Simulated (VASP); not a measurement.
# SrTiO3 (I4/mcm) in VASP: further runs

The runs below take SrTiO3 through single point, with PBE.

All numbers are computed with VASP 6.6.1; they aren't measurements. Logs are shortened: lines on timing, memory, paths and dates and some standing lists are left out, and cuts for length are marked.

## Step 1: The cell of the first run

Symmetry: I4/mcm, No. 140, tetragonal system. Conventional cell: a = 5.511 Å, b = 5.511 Å, c = 7.796 Å, α = 90.00°, β = 90.00°, γ = 90.00°. Within 3.5 Å of Sr (site symmetry -42m) lie 12 O at 2.64 to 2.88 Å and 8 Ti at 3.38 Å. Ti (site symmetry 4/m) has 6 O at 1.95 to 1.96 Å within 2.6 Å. Within 2.6 Å of O (site symmetry 422) lie 2 Ti at 1.95 Å. O (site symmetry m2m) has 2 Ti at 1.96 Å and 4 Sr at 2.64 to 2.88 Å and 8 O at 2.76 to 2.77 Å within 2.9 Å.

## Step 2: Single point, PBE

File INCAR:

```
PREC     = Accurate       # precision mode
ENCUT    = 520            # plane-wave cutoff, eV
EDIFF    = 1E-7           # SCF threshold, eV
ISMEAR   = -1             # smearing method
SIGMA    = 0.02           # smearing width, eV
LREAL    = F              # projectors in reciprocal space
LASPH    = T              # aspherical terms in the spheres
NELM     = 60             # most SCF steps
ALGO     = Normal         # electronic algorithm
ISIF     = 2              # what is computed and relaxed
LWAVE    = F              # write WAVECAR
LCHARG   = T              # write CHGCAR
GGA      = PE             # functional
LELF     = T              # ELF
LVHAR    = T            
NBANDS   = 51             # bands
```

File KPOINTS:

```
regular mesh
0
Gamma
  8 8 8
```

File POSCAR:

```
SrTiO3
1.0
   -2.7555000000      2.7555000000      3.8980000000
    2.7555000000     -2.7555000000      3.8980000000
    2.7555000000      2.7555000000     -3.8980000000
Sr Ti O
2 2 6
Direct
    0.7500000000      0.2500000000      0.5000000000
    0.2500000000      0.7500000000      0.5000000000
    0.0000000000      0.0000000000      0.0000000000
    0.5000000000      0.5000000000      0.0000000000
    0.2500000000      0.2500000000      0.0000000000
    0.7500000000      0.7500000000      0.0000000000
    0.7283236542      0.2283236542      0.9566473085
    0.2283236542      0.2716763458      0.5000000000
    0.2716763458      0.7716763458      0.0433526915
    0.7716763458      0.7283236542      0.5000000000
```

Potentials or basis: VASP PAW PBE potentials, release 64 (Sr_sv, Ti_sv, O).

The run is started by

```bash
cat potpaw_PBE.64/Sr_sv/POTCAR potpaw_PBE.64/Ti_sv/POTCAR potpaw_PBE.64/O/POTCAR > POTCAR
mpirun -np 1 vasp_std > vasp.out
```

OUTCAR:

```text
PREC = Accurate
   ENCUT = 520
   EDIFF = 1E-7
   ISMEAR = -1
   LREAL = F
   LASPH = T
   NELM = 60
   ISIF = 2
   GGA = PE

 ion  position               nearest neighbor table
   1  0.750  0.250  0.500-   9 2.64   8 2.64  10 2.64   7 2.64   5 2.76   6 2.76   6 2.76   5 2.76
                             7 2.88   9 2.88   8 2.88  10 2.88   4 3.38   3 3.38   4 3.38   4 3.38
   2  0.250  0.750  0.500-   7 2.64   8 2.64  10 2.64   9 2.64   5 2.76   6 2.76   5 2.76   6 2.76
                             9 2.88   7 2.88  10 2.88   8 2.88   4 3.38   3 3.38   4 3.38   3 3.38
   3  0.000  0.000  0.000-   5 1.95   6 1.95   7 1.96   9 1.96   8 1.96  10 1.96   1 3.38   2 3.38
                             1 3.38   1 3.38   2 3.38   2 3.38   1 3.38   2 3.38
   4  0.500  0.500  0.000-   5 1.95   6 1.95   7 1.96   9 1.96  10 1.96   8 1.96   1 3.38   2 3.38
                             2 3.38   1 3.38   2 3.38   1 3.38   2 3.38   1 3.38
   5  0.250  0.250  0.000-   3 1.95   4 1.95   1 2.76   2 2.76   2 2.76   1 2.76
   6  0.750  0.750  0.000-   3 1.95   4 1.95   1 2.76   2 2.76   1 2.76   2 2.76
   7  0.728  0.228  0.957-   3 1.96   4 1.96   2 2.64   1 2.64   1 2.88   2 2.88
   8  0.228  0.272  0.500-   4 1.96   3 1.96   1 2.64   2 2.64   1 2.88   2 2.88
   9  0.272  0.772  0.043-   3 1.96   4 1.96   1 2.64   2 2.64   2 2.88   1 2.88
  10  0.772  0.728  0.500-   3 1.96   4 1.96   1 2.64   2 2.64   1 2.88   2 2.88

  LATTYP: Found a body centered tetragonal cell.
 ALAT       =     5.5110000000
 C/A-ratio  =     1.4146252949

  Lattice vectors:

 A1 = (  -2.7555000000,   2.7555000000,   3.8980000000)
 A2 = (   2.7555000000,  -2.7555000000,   3.8980000000)
 A3 = (   2.7555000000,   2.7555000000,  -3.8980000000)

Analysis of symmetry for initial positions (statically):
=====================================================================
 Subroutine PRICEL returns:
 Original cell was already a primitive cell.

 Routine SETGRP: Setting up the symmetry group for a
 body centered tetragonal supercell.

 Subroutine GETGRP returns: Found 16 space group operations
 (whereof  8 operations were pure point group operations)
 out of a pool of 16 trial point group operations.

The static configuration has the point symmetry C_4h.
 The point group associated with its full space group is D_4h.

Analysis of symmetry for dynamics (positions and initial velocities):
=====================================================================
 Subroutine PRICEL returns:
 Original cell was already a primitive cell.

 Routine SETGRP: Setting up the symmetry group for a
 body centered tetragonal supercell.

 Subroutine GETGRP returns: Found 16 space group operations
 (whereof  8 operations were pure point group operations)
 out of a pool of 16 trial point group operations.

The dynamic configuration has the point symmetry C_4h.
 The point group associated with its full space group is D_4h.

 Subroutine INISYM returns: Found 16 space group operations
 (whereof  8 operations are pure point group operations),
 and found     1 'primitive' translations

----------------------------------------------------------------------------------------

                                     Primitive cell

  volume of cell :     118.3866

  direct lattice vectors                    reciprocal lattice vectors
    -2.755500000  2.755500000  3.898000000     0.000000000  0.181455271  0.128270908
     2.755500000 -2.755500000  3.898000000     0.181455271  0.000000000  0.128270908
     2.755500000  2.755500000 -3.898000000     0.181455271  0.181455271  0.000000000

  length of vectors
     5.511802291  5.511802291  5.511802291     0.222214854  0.222214854  0.256616506

  position of ions in fractional coordinates (direct lattice)
     0.750000000  0.250000000  0.500000000
     0.250000000  0.750000000  0.500000000
     0.000000000  0.000000000  0.000000000
     0.500000000  0.500000000  0.000000000
     0.250000000  0.250000000  0.000000000
     0.750000000  0.750000000  0.000000000
     0.728323654  0.228323654  0.956647309
[... 54 lines left out ...]

 E-fermi :   4.5813     XC(G=0): -11.3027

 val. band max:        4.1212153128   @ k =  -0.1250   0.1250   0.0000
 cond. band min:       6.0746787862   @ k =   0.0000   0.0000   0.0000
 fundamental gap:      1.9534634734
 Fermi energy:         4.5812712277

 k-point     1 :       0.0000    0.0000    0.0000
  band No.  band energies     occupation
      1     -52.2818      2.00000
      2     -52.2770      2.00000
      3     -28.5989      2.00000
      4     -28.5903      2.00000
      5     -28.5903      2.00000
      6     -28.5318      2.00000
[... 43 lines left out ...]
     50       9.8940      0.00000
     51      10.5429      0.00000

 k-point     2 :       0.1250   -0.0000    0.0000
  band No.  band energies     occupation
      1     -52.2816      2.00000
      2     -52.2772      2.00000
      3     -28.5966      2.00000
      4     -28.5882      2.00000
      5     -28.5879      2.00000
      6     -28.5523      2.00000
[... 43 lines left out ...]
     50      10.0761      0.00000
     51      10.8013      0.00000

 k-point     3 :       0.2500   -0.0000    0.0000
  band No.  band energies     occupation
      1     -52.2811      2.00000
      2     -52.2777      2.00000
      3     -28.5918      2.00000
      4     -28.5836      2.00000
      5     -28.5834      2.00000
      6     -28.5781      2.00000
[... 43 lines left out ...]
     50      10.5696      0.00000
     51      11.3610      0.00000
[... 1027 lines left out ...]
 k-point    23 :       0.2500    0.1250    0.1250
  band No.  band energies     occupation
      1     -52.2801      2.00000
      2     -52.2787      2.00000
      3     -28.6204      2.00000
      4     -28.6090      2.00000
      5     -28.5797      2.00000
      6     -28.5555      2.00000
[... 43 lines left out ...]
     50      11.3174      0.00000
     51      11.6727      0.00000

 k-point    24 :       0.3750    0.1250    0.1250
  band No.  band energies     occupation
      1     -52.2794      2.00000
      2     -52.2794      2.00000
      3     -28.6187      2.00000
      4     -28.6187      2.00000
      5     -28.5680      2.00000
      6     -28.5680      2.00000
[... 43 lines left out ...]
     50      11.2921      0.00000
     51      11.8522      0.00000

 [... further k-points ...]

------------------------ aborting loop because EDIFF is reached ----------------------------------------

  FORCE on cell =-STRESS in cart. coord.  units (eV):
  Direction    XX          YY          ZZ          XY          YZ          ZX
  --------------------------------------------------------------------------------------
  -------------------------------------------------------------------------------------
  Total        4.0318582      4.0318582      4.8922588      0.0000000      0.0000000      0.0000000
  in kB       54.5648768     54.5648768     66.2090494      0.0000000      0.0000000      0.0000000
  external PRESSURE =      58.4462677 kB  Pullay stress =       0.0000000 kB

 VOLUME and BASIS-vectors are now :
 -----------------------------------------------------------------------------
  energy-cutoff  :      520.00
  volume of cell :      118.39
      direct lattice vectors                 reciprocal lattice vectors
    -2.755500000  2.755500000  3.898000000     0.000000000  0.181455271  0.128270908
     2.755500000 -2.755500000  3.898000000     0.181455271  0.000000000  0.128270908
     2.755500000  2.755500000 -3.898000000     0.181455271  0.181455271  0.000000000

 POSITION                                       TOTAL-FORCE (eV/Angst)
 -----------------------------------------------------------------------------------
     -0.00000      2.75550      1.94900         0.000000      0.000000      0.000000
      2.75550     -0.00000      1.94900         0.000000     -0.000000      0.000000
      0.00000      0.00000      0.00000         0.000000      0.000000      0.000000
      0.00000      0.00000      3.89800        -0.000000      0.000000      0.000000
      0.00000      0.00000      1.94900         0.000000      0.000000      0.000000
      0.00000      0.00000      5.84700        -0.000000     -0.000000      0.000000
      1.25829      4.01379     -0.00000        -0.004135     -0.004135      0.000000
      1.49721      1.25829     -0.00000         0.004135     -0.004135      0.000000
      1.49721     -1.25829      3.89800         0.004135      0.004135     -0.000000
      1.25829      1.49721      3.89800        -0.004135      0.004135      0.000000
 -----------------------------------------------------------------------------------
    total drift:                               -0.000000     -0.000000      0.000000

  FREE ENERGIE OF THE ION-ELECTRON SYSTEM (eV)
  ---------------------------------------------------
  free  energy   TOTEN  =       -80.1407192960 eV

  energy  without entropy=      -80.1407192960  energy(sigma->0) =      -80.14071930
```

Wall time 10 min (1 thread of Oxide Virtual Turin-like, shared host); peak memory 0.42 GiB.

Results:

```
Free energy            : -80.1407 eV
Pressure               : 5.8 GPa
Largest force          : 0.006 eV/Å
Band gap on the k mesh : 1.95 eV
```

Forces on the atoms (eV/Å):
```
Sr   0.000  0.000  0.000
Sr   0.000  0.000  0.000
Ti   0.000  0.000  0.000
Ti   0.000  0.000  0.000
O    0.000  0.000  0.000
O    0.000  0.000  0.000
O   -0.004 -0.004  0.000
O    0.004 -0.004  0.000
O    0.004  0.004  0.000
O   -0.004  0.004  0.000
```

Caveat: the cell stands under pressure.

## Step 3: Single point, PBE (z stretched by +1 %, then relaxed in part)

File INCAR:

```
SYSTEM = SrTiO3
ALGO     = Normal         ! electronic algorithm
EDIFF    = 1E-6           ! SCF threshold, eV
ENCUT    = 520            ! plane-wave cutoff, eV
GGA      = PE             ! functional
ISIF     = 2              ! what is computed and relaxed
ISMEAR   = -1             ! smearing method
LASPH    = .TRUE.         ! aspherical terms in the spheres
LCHARG   = .FALSE.        ! write CHGCAR
LREAL    = .FALSE.        ! projectors in reciprocal space
LWAVE    = .FALSE.        ! write WAVECAR
NBANDS   = 51             ! bands
NELM     = 100            ! most SCF steps
PREC     = Accurate       ! precision mode
SIGMA    = 0.02           ! smearing width, eV
```

File KPOINTS:

```
k-points
0
G
  8 8 8
  0 0 0
```

File POSCAR:

```
SrTiO3
1.0
   -2.7555000000      2.7555000000      3.9369800000
    2.7555000000     -2.7555000000      3.9369800000
    2.7555000000      2.7555000000     -3.9369800000
Sr Ti O
2 2 6
Direct
    0.7500000000      0.2500000000      0.5000000000
    0.2500000000      0.7500000000      0.5000000000
    0.0000000000      0.0000000000      0.0000000000
    0.5000000000      0.5000000000      0.0000000000
    0.2500000000      0.2500000000      0.0000000000
    0.7500000000      0.7500000000      0.0000000000
    0.7283236542      0.2283236542      0.9566473085
    0.2283236542      0.2716763458      0.5000000000
    0.2716763458      0.7716763458      0.0433526916
    0.7716763458      0.7283236542      0.5000000000
```

Potentials or basis: VASP PAW PBE potentials, release 64 (Sr_sv, Ti_sv, O).

The run is started by

```bash
cat potpaw_PBE.64/Sr_sv/POTCAR potpaw_PBE.64/Ti_sv/POTCAR potpaw_PBE.64/O/POTCAR > POTCAR
mpirun -np 1 vasp_std > vasp.out
```

Run time: 11 min. Hardware: 1 thread of Oxide Virtual Turin-like, shared host; peak memory 0.42 GiB.

It converged, with:

```yaml
Free_energy: -80.1780 eV
Pressure: 3.9 GPa
Largest_force: 0.017 eV/Å
Band_gap_on_the_k_mesh: 1.94 eV
```

Forces in eV/Å, atoms in the order of the input:
```
Sr   0.000  0.000  0.000
Sr   0.000  0.000  0.000
Ti   0.000  0.000  0.000
Ti   0.000  0.000  0.000
O    0.000  0.000  0.000
O    0.000  0.000  0.000
O   -0.012 -0.012  0.000
O    0.012 -0.012  0.000
O    0.012  0.012  0.000
O   -0.012  0.012  0.000
```

Stress tensor (GPa, compression positive):
```
4.35 0.00 0.00
0.00 4.35 0.00
0.00 0.00 3.10
```

Levels at points of the mesh, in eV from the valence-band top:
| k point | band 38 | band 39 | band 40 | band 41 | band 42 | band 43 |
| --- | --- | --- | --- | --- | --- | --- |
| (0.00, 0.00, 0.00) | -0.10 | 0.00 | 0.00 | 1.94 | 1.94 | 1.96 |
| (0.50, 0.00, 0.00) | -0.76 | -0.57 | -0.57 | 3.37 | 3.37 | 3.41 |
| (0.50, 0.50, 0.00) | -0.67 | -0.67 | -0.05 | 2.07 | 3.74 | 3.76 |
| (0.50, 0.50, 0.50) | -0.62 | -0.62 | -0.06 | 2.11 | 3.68 | 3.68 |

Caveat: the cell differs from its parent crystal (z stretched by +1 %, then relaxed in part); the cell stands under pressure.

## Step 4: Single point, PBE (z stretched by -2 %, then relaxed in part)

File INCAR:

```
PREC = Accurate
ENCUT = 520
EDIFF = 1E-7
ISMEAR = -1
SIGMA = 0.02
LREAL = F
LASPH = T
NELM = 100
ALGO = Normal
ISIF = 2
LWAVE = F
LCHARG = F
GGA = PE
NBANDS = 51
```

File KPOINTS:

```
regular mesh
0
Gamma
  8 8 8
```

File POSCAR:

```
SrTiO3
1.0
   -2.7555000000      2.7555000000      3.8200400000
    2.7555000000     -2.7555000000      3.8200400000
    2.7555000000      2.7555000000     -3.8200400000
Sr Ti O
2 2 6
Direct
    0.7500000000      0.2500000000      0.5000000000
    0.2500000000      0.7500000000      0.5000000000
    0.0000000000      0.0000000000      0.0000000000
    0.5000000000      0.5000000000      0.0000000000
    0.2500000000      0.2500000000      0.0000000000
    0.7500000000      0.7500000000      0.0000000000
    0.7283236542      0.2283236542      0.9566473084
    0.2283236542      0.2716763458      0.5000000000
    0.2716763458      0.7716763458      0.0433526916
    0.7716763458      0.7283236542      0.5000000000
```

The run is started by

```bash
cat potpaw_PBE.64/Sr_sv/POTCAR potpaw_PBE.64/Ti_sv/POTCAR potpaw_PBE.64/O/POTCAR > POTCAR
mpirun -np 1 vasp_std > vasp.out
```

Wall time 17 min (1 thread of Oxide Virtual Turin-like, shared host); peak memory 0.42 GiB.

Results (log left out):

* Free energy: -79.9813 eV
* Pressure: 10.2 GPa
* Largest force: 0.023 eV/Å
* Band gap on the k mesh: 1.96 eV

Forces on the atoms (eV/Å):
```
Sr   0.000  0.000  0.000
Sr   0.000  0.000  0.000
Ti   0.000  0.000  0.000
Ti   0.000  0.000  0.000
O    0.000  0.000  0.000
O    0.000  0.000  0.000
O    0.016  0.016  0.000
O   -0.016  0.016  0.000
O   -0.016 -0.016  0.000
O    0.016 -0.016  0.000
```

Stress tensor (GPa, compression positive):
```
 7.84  0.00  0.00
 0.00  7.84  0.00
 0.00  0.00 14.83
```

Levels at points of the mesh, in eV from the valence-band top:
```tsv
k point	band 38	band 39	band 40	band 41	band 42	band 43
(0.00, 0.00, 0.00)	-0.17	0.00	0.00	1.96	2.00	2.00
(0.50, 0.00, 0.00)	-0.80	-0.61	-0.61	3.46	3.46	3.55
(0.50, 0.50, 0.00)	-0.68	-0.67	-0.05	2.13	3.80	3.81
(0.50, 0.50, 0.50)	-0.67	-0.67	-0.13	2.15	3.82	3.82
```

Caveat: the cell differs from its parent crystal (z stretched by -2 %, then relaxed in part); the stress differs along the axes, from 8 to 15 GPa. A k mesh can miss the band edges.

## Step 5: Single point, PBE (z stretched by -1 %, then relaxed in part)

File INCAR:

```
PREC = Accurate
ENCUT = 520
EDIFF = 1E-6
ISMEAR = -1
SIGMA = 0.02
LREAL = False
LASPH = True
NELM = 80
ALGO = Normal
ISIF = 2
LWAVE = False
LCHARG = False
GGA = PE
NBANDS = 51
```

KPOINTS is that of step 4.

File POSCAR:

```
SrTiO3
1.0
   -2.7555000000      2.7555000000      3.8590200000
    2.7555000000     -2.7555000000      3.8590200000
    2.7555000000      2.7555000000     -3.8590200000
Sr Ti O
2 2 6
Direct
    0.7500000000      0.2500000000      0.5000000000
    0.2500000000      0.7500000000      0.5000000000
    0.0000000000      0.0000000000      0.0000000000
    0.5000000000      0.5000000000      0.0000000000
    0.2500000000      0.2500000000      0.0000000000
    0.7500000000      0.7500000000      0.0000000000
    0.7283236542      0.2283236542      0.9566473085
    0.2283236542      0.2716763458      0.5000000000
    0.2716763458      0.7716763458      0.0433526916
    0.7716763458      0.7283236542      0.5000000000
```

The run is started by

```bash
cat potpaw_PBE.64/Sr_sv/POTCAR potpaw_PBE.64/Ti_sv/POTCAR potpaw_PBE.64/O/POTCAR > POTCAR
mpirun -np 1 vasp_std > vasp.out
```

Run time: 13 min. Hardware: 1 thread of Oxide Virtual Turin-like, shared host; peak memory 0.41 GiB.

It converged, with:

- Free energy: -80.0762 eV
- Pressure: 7.9 GPa
- Largest force: 0.007 eV/Å
- Band gap on the k mesh: 1.96 eV

Forces in eV/Å, atoms in the order of the input:
```
Sr   0.000  0.000  0.000
Sr   0.000  0.000  0.000
Ti   0.000  0.000  0.000
Ti   0.000  0.000  0.000
O    0.000  0.000  0.000
O    0.000  0.000  0.000
O    0.005  0.005  0.000
O   -0.005  0.005  0.000
O   -0.005 -0.005  0.000
O    0.005 -0.005  0.000
```

Stress tensor (GPa, compression positive):
```
 6.60  0.00  0.00
 0.00  6.60  0.00
 0.00  0.00 10.50
```

Levels at points of the mesh, in eV from the valence-band top:
```csv
k point,band 36,band 37,band 38,band 39,band 40,band 41,band 42,band 43,band 44,band 45
"(0.00, 0.00, 0.00)",-0.30,-0.29,-0.15,0.00,0.00,1.96,1.97,1.97,4.16,4.51
"(0.50, 0.00, 0.00)",-0.97,-0.79,-0.79,-0.60,-0.60,3.43,3.43,3.50,3.50,3.52
"(0.50, 0.50, 0.00)",-1.49,-1.40,-0.68,-0.67,-0.05,2.11,3.78,3.79,3.81,3.98
"(0.50, 0.50, 0.50)",-1.55,-1.55,-0.65,-0.65,-0.11,2.13,3.79,3.79,4.02,4.02
```

Caveat: the cell differs from its parent crystal (z stretched by -1 %, then relaxed in part); the cell stands under pressure. A k mesh can miss the band edges.

## Step 6: The runs side by side

| cell | gap on the mesh (eV) | pressure (GPa) | largest force (eV/Å) |
| --- | --- | --- | --- |
| a = 5.512 Å, angles 120.0, 120.0, 90.0°, 10 atoms | 1.95 | 5.8 | 0.01 |
| a = 5.539 Å, angles 120.3, 120.3, 89.4°, 10 atoms | 1.94 | 3.9 | 0.02 |
| a = 5.457 Å, angles 119.3, 119.3, 91.1°, 10 atoms | 1.96 | 10.2 | 0.02 |
| a = 5.484 Å, angles 119.7, 119.7, 90.6°, 10 atoms | 1.96 | 7.9 | 0.01 |

Alike in all rows: task single point; level PBE; potentials or basis VASP PAW PBE potentials, release 64 (Sr_sv, Ti_sv, O); no spin polarisation; k mesh 8 × 8 × 8; cutoff (eV) 520; smearing fermi-dirac 0.02 eV.

Caveats: the cell stands under pressure (at least some runs); the stress differs along the axes, from 8 to 15 GPa (at least some runs).

Total energies depend on the potentials used, so only differences within one code and one set of settings carry meaning.
